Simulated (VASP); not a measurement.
Here is a VASP 6.6.1 calculation.

The input POSCAR:

```
As
1.0
    1.7934943699      1.0354744572      5.1307083787
   -1.7934943699      1.0354744572      5.1307083787
    0.0000000000     -2.0709489145      5.1307083787
As
2
Direct
    0.2110424715      0.2110424715      0.2110424715
    0.7889575285      0.7889575285      0.7889575285
```

The input INCAR.step1:

```
SYSTEM = As
  PREC = Accurate
  ENCUT = 520
  ISMEAR = 0
  SIGMA = 0.05
  LREAL = .False.
  LASPH = .True.
  NELM = 100
  NBANDS = 12
  GGA = PE
  ALGO = Normal
  EDIFF = 1E-4
  LWAVE = .True.
  LCHARG = .False.
```

File INCAR.step2:

```
SYSTEM = As
  PREC = Accurate
  ENCUT = 520
  EDIFF = 1E-7
  ISMEAR = 0
  SIGMA = 0.05
  LREAL = .False.
  LASPH = .True.
  NELM = 100
  ALGO = Normal
  ISIF = 2
  LWAVE = .False.
  LCHARG = .True.
  METAGGA = R2SCAN
  LMIXTAU = .True.
  LELF = .True.
  LVHAR = .True.
  NBANDS = 12
  ISTART = 1
```

KPOINTS

```
Automatic mesh
0
Gamma
  14 14 14
  0 0 0
```

Potentials or basis: VASP PAW PBE potentials, release 64 (As).

The run is started by

```console
$ cat potpaw_PBE.64/As/POTCAR > POTCAR
$ cp INCAR.step1 INCAR
$ mpirun -np 1 vasp_std > vasp.out
$ cp INCAR.step2 INCAR
$ mpirun -np 1 vasp_std > vasp.out
```

(1) What does it give for the pressure?

(2) What does it give for the largest force?

(3) Estimate the band gap on the k mesh.

## Answers

(1) 0.1 GPa.

(2) 0.061 eV/Å.

(3) 0.65 eV, indirect (least direct gap 1.28 eV).

Caveat: the PAW data sets were made with another functional, which shifts forces and pressure a little.
